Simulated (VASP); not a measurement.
# Al (Fm-3m) in VASP: notebook, part 2 of 2

VASP 6.6.1. The steps go on from the part before.

**4. Single point, PBEsol (volume scaled by 0.55)**

Contents of INCAR:

```
SYSTEM = Al
PREC = Accurate ; ENCUT = 520
EDIFF = 1E-6 ; ISMEAR = -1
SIGMA = 0.08 ; LREAL = .False.
LASPH = .True. ; NELM = 100
ALGO = Normal ; ISIF = 2
LWAVE = .False. ; LCHARG = .False.
GGA = PS ; NBANDS = 8
```

Contents of KPOINTS:

```
regular mesh
0
Gamma
  18 18 18
  0 0 0
```

Contents of POSCAR:

```
Al
1.0
    0.0000000000      1.6450283009      1.6450283009
    1.6450283009      0.0000000000      1.6450283009
    1.6450283009      1.6450283009      0.0000000000
Al
1
Direct
    0.0000000000      0.0000000000      0.0000000000
```

Potentials or basis: VASP PAW PBE potentials, release 64 (Al).

Launch:

```bash
> cat potpaw_PBE.64/Al/POTCAR > POTCAR
> mpirun -np 1 vasp_std > vasp.out
```

OUTCAR:

```text
SYSTEM = Al
   PREC = Accurate
   ENCUT = 520
   EDIFF = 1E-6
   ISMEAR = -1
   LREAL = .False.
   LASPH = .True.
   NELM = 100
   ISIF = 2
   GGA = PS

 ion  position               nearest neighbor table
   1  0.000  0.000  0.000-

  LATTYP: Found a face centered cubic cell.
 ALAT       =     3.2900566018

  Lattice vectors:

 A1 = (   0.0000000000,   1.6450283009,   1.6450283009)
 A2 = (   1.6450283009,   0.0000000000,   1.6450283009)
 A3 = (   1.6450283009,   1.6450283009,   0.0000000000)

Analysis of symmetry for initial positions (statically):
=====================================================================
 Subroutine PRICEL returns:
 Original cell was already a primitive cell.

 Routine SETGRP: Setting up the symmetry group for a
 face centered cubic supercell.

 Subroutine GETGRP returns: Found 48 space group operations
 (whereof 48 operations were pure point group operations)
 out of a pool of 48 trial point group operations.

The static configuration has the point symmetry O_h .

Analysis of symmetry for dynamics (positions and initial velocities):
=====================================================================
 Subroutine PRICEL returns:
 Original cell was already a primitive cell.

 Routine SETGRP: Setting up the symmetry group for a
 face centered cubic supercell.

 Subroutine GETGRP returns: Found 48 space group operations
 (whereof 48 operations were pure point group operations)
 out of a pool of 48 trial point group operations.

The dynamic configuration has the point symmetry O_h .

 Subroutine INISYM returns: Found 48 space group operations
 (whereof 48 operations are pure point group operations),
 and found     1 'primitive' translations

----------------------------------------------------------------------------------------

                                     Primitive cell

  volume of cell :       8.9033

  direct lattice vectors                    reciprocal lattice vectors
     0.000000000  1.645028301  1.645028301    -0.303946139  0.303946139  0.303946139
     1.645028301  0.000000000  1.645028301     0.303946139 -0.303946139  0.303946139
     1.645028301  1.645028301  0.000000000     0.303946139  0.303946139 -0.303946139

  length of vectors
     2.326421334  2.326421334  2.326421334     0.526450155  0.526450155  0.526450155

  position of ions in fractional coordinates (direct lattice)
     0.000000000  0.000000000  0.000000000

  ion indices of the primitive-cell ions
   primitive index   ion index
                 1           1

----------------------------------------------------------------------------------------

 KPOINTS: regular mesh

Automatic generation of k-mesh.
 Grid dimensions read from file:
 generate k-points for:   18   18   18

 Generating k-lattice:

  Cartesian coordinates                     Fractional coordinates (reciprocal lattice)
    -0.016885897  0.016885897  0.016885897     0.055555556  0.000000000  0.000000000
     0.016885897 -0.016885897  0.016885897     0.000000000  0.055555556  0.000000000
     0.016885897  0.016885897 -0.016885897     0.000000000  0.000000000  0.055555556

  Length of vectors
     0.029247231  0.029247231  0.029247231

  Shift w.r.t. Gamma in fractional coordinates (k-lattice)
     0.000000000  0.000000000  0.000000000

 Subroutine IBZKPT returns following result:
 ===========================================

 Found    195 irreducible k-points:

 Following reciprocal coordinates:
            Coordinates               Weight
  0.000000  0.000000  0.000000      1.000000
  0.055556  0.000000  0.000000      8.000000
  0.111111  0.000000  0.000000      8.000000
  0.166667  0.000000  0.000000      8.000000
  0.222222  0.000000  0.000000      8.000000
  0.277778  0.000000  0.000000      8.000000
[... 16 lines left out ...]
 -0.277778  0.055556  0.000000     24.000000
 -0.222222  0.055556  0.000000     24.000000
 [... further k-points ...]
   k-points           NKPTS =    195   k-points in BZ     NKDIM =    195   number of bands    NBANDS=      8
   number of dos      NEDOS =    301   number of ions     NIONS =      1
   total plane-waves  NPLWV =   5832
   dimension x,y,z NGX =    18 NGY =   18 NGZ =   18
   dimension x,y,z NGXF=    36 NGYF=   36 NGZF=   36
   ions per type =               1
   NGX,Y,Z   is equivalent  to a cutoff of  12.86, 12.86, 12.86 a.u.
   NGXF,Y,Z  is equivalent  to a cutoff of  25.73, 25.73, 25.73 a.u.
 SYSTEM =  Al
   PREC   = accura    normal or accurate (medium, high low for compatibility)
   ISTART =      0    job   : 0-new  1-cont  2-samecut
   ICHARG =      2    charge: 1-file 2-atom 10-const
   ISPIN  =      1    spin polarized calculation?
   LNONCOLLINEAR =      F non collinear calculations
   LSORBIT =      F    spin-orbit coupling
   LASPH  =      T    aspherical Exc in radial PAW
   ENCUT  =  520.0 eV  38.22 Ry    6.18 a.u.   4.33  4.33  4.33*2*pi/ulx,y,z
   NELM   =    100;   NELMIN=  2; NELMDL= -5     # of ELM steps
   EDIFF  = 0.1E-05   stopping-criterion for ELM
   LREAL  =      F    real-space projection
   EDIFFG = 0.1E-04   stopping-criterion for IOM
   NSW    =      0    number of steps for IOM
   IBRION =     -1    ionic relax: 0-MD 1-quasi-New 2-CG
   NFREE  =      0    steps in history (QN), initial steepest desc. (CG)
   ISIF   =      2    stress and relaxation
   ISYM   =      2    0-nonsym 1-usesym 2-fastsym
   POTIM  = 0.5000    time-step for ionic-motion
   TEBEG  =    0.0;   TEEND  =   0.0 temperature during run
   PSTRESS=    0.0 pullay stress
   NELECT =       3.0000    total number of electrons
   NUPDOWN=      -1.0000    fix difference up-down
   EMIN   =  10.00;   EMAX   =-10.00  energy-range for DOS
   EFERMI =   0.00;   METHOD = LEGACY
   ISMEAR =    -1;   SIGMA  =   0.08  broadening in eV -4-tet -1-fermi 0-gaus
   EFERMI_NEDOS =   21; number of points for ismear=-14 and -15
   IALGO  =     38    algorithm
   IMIX   =      4    mixing-type and parameters
     AMIX     =   0.40;   BMIX     =  1.00
     AMIX_MAG =   1.60;   BMIX_MAG =  1.00
  volume/ion in A,a.u.               =       8.90        60.08
  Fermi-wavevector in a.u.,A,eV,Ry     =   1.139196  2.152769 17.657207  1.297768
  Thomas-Fermi vector in A             =   2.275900
   LORBIT       =      0    0 simple, 1 ext, 2 COOP (PROOUT), +10 PAW based schemes
   GGA     = PS    functional components
   LHFCALC =     F    Hartree Fock is set to
   AEXX    =    0.0000 exact exchange contribution
   IVDW    =     0    specifies the selected vdW correction
   LEPSILON=     F    determine dielectric tensor
   LRPA    =     F    only Hartree local field effects (RPA)
 non-spin polarized calculation
  energy-cutoff  :      520.00
  volume of cell :        8.90
 maximum number of plane-waves:       259
 NGX is ok and might be reduce to    18
   NGX =  9   NGY =  9   NGZ =  9

 number of electron       3.0000000 magnetization

 Free energy of the ion-electron system (eV)
  ---------------------------------------------------
  ext. energy  EPLUGINS =         0.00000000
  ---------------------------------------------------
  free energy    TOTEN  =        -1.71577917 eV

  energy without entropy =       -1.70975837  energy(sigma->0) =       -1.71276877

 E-fermi :  15.8884     XC(G=0): -12.7582

 val. band max:       15.8699990236   @ k =  -0.4444   0.3333   0.1111
 cond. band min:      15.9793261808   @ k =  -0.4444   0.4444   0.1111
 fundamental gap:      0.1093271571
 Fermi energy:        15.8883744009

 k-point     1 :       0.0000    0.0000    0.0000
  band No.  band energies     occupation
      1       0.1031      2.00000
      2      32.6890      0.00000
      3      32.6890      0.00000
      4      32.6890      0.00000
      5      37.8789      0.00000
      6      40.1209      0.00000
      7      40.1209      0.00000
      8      40.1209      0.00000

 k-point     2 :       0.0556    0.0000    0.0000
  band No.  band energies     occupation
      1       0.2290      2.00000
      2      31.1098      0.00000
      3      32.6135      0.00000
      4      32.6135      0.00000
      5      38.6154      0.00000
      6      40.2037      0.00000
      7      40.2037      0.00000
      8      40.7308      0.00000
[... 221 lines left out ...]
 k-point    23 :      -0.2778    0.0556    0.0000
  band No.  band energies     occupation
      1       3.7053      2.00000
      2      18.6681      0.00000
      3      29.2868      0.00000
      4      32.3826      0.00000
      5      36.3948      0.00000
      6      37.2514      0.00000
      7      38.4835      0.00000
      8      44.9132      0.00000

 k-point    24 :      -0.2222    0.0556    0.0000
  band No.  band energies     occupation
      1       2.5388      2.00000
      2      21.4087      0.00000
      3      29.5982      0.00000
      4      32.9053      0.00000
      5      36.8427      0.00000
      6      37.7612      0.00000
      7      39.3395      0.00000
      8      43.8212      0.00000

 [... further k-points ...]
[... 5 lines left out ...]
  --------------------------------------------------------------------------------------
  -------------------------------------------------------------------------------------
  Total        9.6569644      9.6569644      9.6569644     -0.0000000      0.0000000      0.0000000
  in kB     1737.8052130   1737.8052130   1737.8052130     -0.0000000      0.0000000      0.0000000
  external PRESSURE =    1737.8052130 kB  Pullay stress =       0.0000000 kB

 VOLUME and BASIS-vectors are now :
 -----------------------------------------------------------------------------
  energy-cutoff  :      520.00
  volume of cell :        8.90
      direct lattice vectors                 reciprocal lattice vectors
     0.000000000  1.645028301  1.645028301    -0.303946139  0.303946139  0.303946139
     1.645028301  0.000000000  1.645028301     0.303946139 -0.303946139  0.303946139
     1.645028301  1.645028301  0.000000000     0.303946139  0.303946139 -0.303946139

 POSITION                                       TOTAL-FORCE (eV/Angst)
 -----------------------------------------------------------------------------------
      0.00000      0.00000      0.00000        -0.000000     -0.000000     -0.000000
 -----------------------------------------------------------------------------------
    total drift:                               -0.000000     -0.000000     -0.000000

  FREE ENERGIE OF THE ION-ELECTRON SYSTEM (eV)
  ---------------------------------------------------
  free  energy   TOTEN  =        -1.7157791745 eV

  energy  without entropy=       -1.7097583726  energy(sigma->0) =       -1.71276877
```

Run time: 15 s. Hardware: 1 thread of AMD EPYC 7R13, shared host; peak memory 0.09 GiB.

What came out:

- Free energy: -1.7158 eV
- Pressure: 173.8 GPa

Caveat: the PAW data sets were made with another functional, which shifts forces and pressure a little.

**5. Single point, PBEsol (volume scaled by 0.64)**

Contents of INCAR:

```
  PREC = Accurate
  ENCUT = 520
  EDIFF = 1E-7
  ISMEAR = -1
  SIGMA = 0.08
  LREAL = F
  LASPH = T
  NELM = 100
  ALGO = Normal
  ISIF = 2
  LWAVE = F
  LCHARG = F
  GGA = PS
  NBANDS = 8
```

Contents of KPOINTS:

```
Automatic mesh
0
Gamma
  18 18 18
```

Contents of POSCAR:

```
Al
1.0
    0.0000000000      1.7302643858      1.7302643858
    1.7302643858      0.0000000000      1.7302643858
    1.7302643858      1.7302643858      0.0000000000
Al
1
Direct
    0.0000000000      0.0000000000      0.0000000000
```

Potentials or basis: VASP PAW PBE potentials, release 64 (Al).

Launch:

```bash
> cat potpaw_PBE.64/Al/POTCAR > POTCAR
> mpirun -np 1 vasp_std > vasp.out
```

OUTCAR:

```text
PREC = Accurate
   ENCUT = 520
   EDIFF = 1E-7
   ISMEAR = -1
   LREAL = F
   LASPH = T
   NELM = 100
   ISIF = 2
   GGA = PS

 ion  position               nearest neighbor table
   1  0.000  0.000  0.000-

  LATTYP: Found a face centered cubic cell.
 ALAT       =     3.4605287716

  Lattice vectors:

 A1 = (   0.0000000000,   1.7302643858,   1.7302643858)
 A2 = (   1.7302643858,   0.0000000000,   1.7302643858)
 A3 = (   1.7302643858,   1.7302643858,   0.0000000000)

Analysis of symmetry for initial positions (statically):
=====================================================================
 Subroutine PRICEL returns:
 Original cell was already a primitive cell.

 Routine SETGRP: Setting up the symmetry group for a
 face centered cubic supercell.

 Subroutine GETGRP returns: Found 48 space group operations
 (whereof 48 operations were pure point group operations)
 out of a pool of 48 trial point group operations.

The static configuration has the point symmetry O_h .

Analysis of symmetry for dynamics (positions and initial velocities):
=====================================================================
 Subroutine PRICEL returns:
 Original cell was already a primitive cell.

 Routine SETGRP: Setting up the symmetry group for a
 face centered cubic supercell.

 Subroutine GETGRP returns: Found 48 space group operations
 (whereof 48 operations were pure point group operations)
 out of a pool of 48 trial point group operations.

The dynamic configuration has the point symmetry O_h .

 Subroutine INISYM returns: Found 48 space group operations
 (whereof 48 operations are pure point group operations),
 and found     1 'primitive' translations

----------------------------------------------------------------------------------------

                                     Primitive cell

[... 106 lines left out ...]
   IMIX   =      4    mixing-type and parameters
     AMIX     =   0.40;   BMIX     =  1.00
     AMIX_MAG =   1.60;   BMIX_MAG =  1.00
  volume/ion in A,a.u.               =      10.36        69.91
  Fermi-wavevector in a.u.,A,eV,Ry     =   1.083077  2.046719 15.960401  1.173056
  Thomas-Fermi vector in A             =   2.219134
   LORBIT       =      0    0 simple, 1 ext, 2 COOP (PROOUT), +10 PAW based schemes
   GGA     = PS    functional components
   LHFCALC =     F    Hartree Fock is set to
   AEXX    =    0.0000 exact exchange contribution
   IVDW    =     0    specifies the selected vdW correction
   LEPSILON=     F    determine dielectric tensor
   LRPA    =     F    only Hartree local field effects (RPA)
 non-spin polarized calculation
  energy-cutoff  :      520.00
  volume of cell :       10.36
 maximum number of plane-waves:       292
   NGX =  9   NGY =  9   NGZ =  9

 number of electron       3.0000000 magnetization

 Free energy of the ion-electron system (eV)
  ---------------------------------------------------
  ext. energy  EPLUGINS =         0.00000000
  ---------------------------------------------------
  free energy    TOTEN  =        -2.90762820 eV

  energy without entropy =       -2.90122939  energy(sigma->0) =       -2.90442880

 E-fermi :  13.6202     XC(G=0): -12.0924

 val. band max:       13.5909157151   @ k =   0.5000   0.3889   0.0000
 cond. band min:      13.6300074674   @ k =  -0.4444   0.3889   0.0556
 fundamental gap:      0.0390917523
 Fermi energy:        13.6202399001

 k-point     1 :       0.0000    0.0000    0.0000
  band No.  band energies     occupation
      1      -0.9654      2.00000
      2      29.2346      0.00000
      3      29.2346      0.00000
      4      29.2346      0.00000
      5      34.0641      0.00000
      6      34.9863      0.00000
      7      34.9863      0.00000
      8      34.9863      0.00000
[... 243 lines left out ...]
 k-point    24 :      -0.2222    0.0556    0.0000
  band No.  band energies     occupation
      1       1.2468      2.00000
      2      18.6661      0.00000
      3      26.1269      0.00000
      4      29.3629      0.00000
      5      32.6280      0.00000
      6      33.6032      0.00000
      7      34.7774      0.00000
      8      38.2367      0.00000

 [... further k-points ...]

------------------------ aborting loop because EDIFF is reached ----------------------------------------

  FORCE on cell =-STRESS in cart. coord.  units (eV):
  Direction    XX          YY          ZZ          XY          YZ          ZX
  --------------------------------------------------------------------------------------
  -------------------------------------------------------------------------------------
  Total        6.2044306      6.2044306      6.2044306     -0.0000000      0.0000000     -0.0000000
  in kB      959.5002946    959.5002946    959.5002946     -0.0000000      0.0000000     -0.0000000
  external PRESSURE =     959.5002946 kB  Pullay stress =       0.0000000 kB

 VOLUME and BASIS-vectors are now :
 -----------------------------------------------------------------------------
  energy-cutoff  :      520.00
  volume of cell :       10.36
      direct lattice vectors                 reciprocal lattice vectors
     0.000000000  1.730264386  1.730264386    -0.288973179  0.288973179  0.288973179
     1.730264386  0.000000000  1.730264386     0.288973179 -0.288973179  0.288973179
     1.730264386  1.730264386  0.000000000     0.288973179  0.288973179 -0.288973179

 POSITION                                       TOTAL-FORCE (eV/Angst)
 -----------------------------------------------------------------------------------
      0.00000      0.00000      0.00000         0.000000     -0.000000     -0.000000
 -----------------------------------------------------------------------------------
    total drift:                               -0.000000     -0.000000      0.000000

  FREE ENERGIE OF THE ION-ELECTRON SYSTEM (eV)
  ---------------------------------------------------
  free  energy   TOTEN  =        -2.9076282040 eV

  energy  without entropy=       -2.9012293885  energy(sigma->0) =       -2.90442880
```

stdout:

```text
POSCAR found type information on POSCAR Al
 POSCAR found :  1 types and       1 ions
 scaLAPACK will be used
 -----------------------------------------------------------------------------
|                                                                             |
|                                                                             |
|     You enforced a specific xc type in the INCAR file but a different       |
|     I HOPE YOU KNOW WHAT YOU ARE DOING!                                     |
|                                                                             |
 -----------------------------------------------------------------------------

 LDA part: xc-table for (Slater+PW92), standard interpolation
 POSCAR, INCAR and KPOINTS ok, starting setup
 FFT: planning ... GRIDC
 FFT: planning ... GRID_SOFT
 FFT: planning ... GRID
 WAVECAR not read
 entering main loop
```

Run time: 21 s. Hardware: 1 thread of AMD EPYC 7R13, shared host; peak memory 0.09 GiB.

What came out:

```yaml
Free_energy: -2.9076 eV
Pressure: 96.0 GPa
```

Levels at points of the mesh, in eV from the Fermi level:
| k point | band 1 | band 2 | band 3 | band 4 | band 5 | band 6 |
| --- | --- | --- | --- | --- | --- | --- |
| (0.00, 0.00, 0.00) | -14.59 | 15.61 | 15.61 | 15.61 | 20.44 | 21.37 |
| (0.50, 0.00, 0.00) | -6.43 | -4.99 | 13.94 | 13.94 | 17.60 | 17.60 |
| (0.50, 0.50, 0.00) | -3.86 | -2.00 | 5.38 | 8.46 | 8.46 | 15.25 |

Caveat: the PAW data sets were made with another functional, which shifts forces and pressure a little.

**6. Summary**

| cell | gap on the mesh (eV) | pressure (GPa) |
| --- | --- | --- |
| a = 2.176 Å, angles 60.0°, 1 atom | none | 343.4 |
| a = 2.326 Å, angles 60.0°, 1 atom | none | 173.8 |
| a = 2.447 Å, angles 60.0°, 1 atom | none | 96.0 |

Alike in all rows: task single point; level PBEsol; potentials or basis VASP PAW PBE potentials, release 64 (Al); no spin polarisation; k mesh 18 × 18 × 18; cutoff (eV) 520; smearing fermi-dirac 0.08 eV.

Caveats: the PAW data sets were made with another functional, which shifts forces and pressure a little.

Total energies depend on the potentials used, so only differences within one code and one set of settings carry meaning.
